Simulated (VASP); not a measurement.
# Ni: single point with PBE

Ni:

```xyz
1
Lattice="1.9301 0.0000 0.0000 -0.9651 1.6715 0.0000 0.0000 0.0000 1.8376" Properties=species:S:1:pos:R:3 pbc="T T T"
Ni    0.0000    0.0000    0.0000
```

```yaml
Program: VASP 6.6.1
Task: single point
Functional: PBE
Potentials_or_basis: VASP PAW PBE potentials, release 64 (Ni)
Cutoff: 520 eV
k_mesh: 18 × 18 × 17
Occupations: fermi-dirac, width 0.1 eV
Spin: collinear spin, ferromagnetic start
Starting_moments: "[1.0] μB"
```

* Pressure: 573.5 GPa
* Band gap on the k mesh: zero (filled and empty bands overlap)
* Net moment: 0.00 μB per cell

Stress tensor (GPa, compression positive):
```
577.16   0.00   0.00
  0.00 577.16   0.00
  0.00   0.00 566.18
```

Levels at points of the mesh, in eV from the Fermi level:
Spin up:
```tsv
k point	band 1	band 2	band 3	band 4	band 5	band 6	band 7	band 8	band 9	band 10
(0.00, 0.00, 0.00)	-13.94	-8.76	-4.78	-4.78	0.36	0.36	28.40	28.81	38.64	40.92
(0.50, 0.00, 0.00)	-10.19	-6.93	-2.80	-1.54	-0.27	0.61	11.66	25.20	35.20	36.18
```
Spin down:
| k point | band 3 | band 4 | band 5 | band 6 | band 7 | band 8 |
| --- | --- | --- | --- | --- | --- | --- |
| (0.00, 0.00, 0.00) | -4.78 | -4.78 | 0.36 | 0.36 | 28.40 | 28.81 |
| (0.50, 0.00, 0.00) | -2.80 | -1.54 | -0.27 | 0.61 | 11.66 | 25.20 |

Wall time 15 s on 1 thread of Intel(R) Xeon(R) 6975P-C (Granite Rapids), with other jobs on the host, peak memory 0.15 GiB.
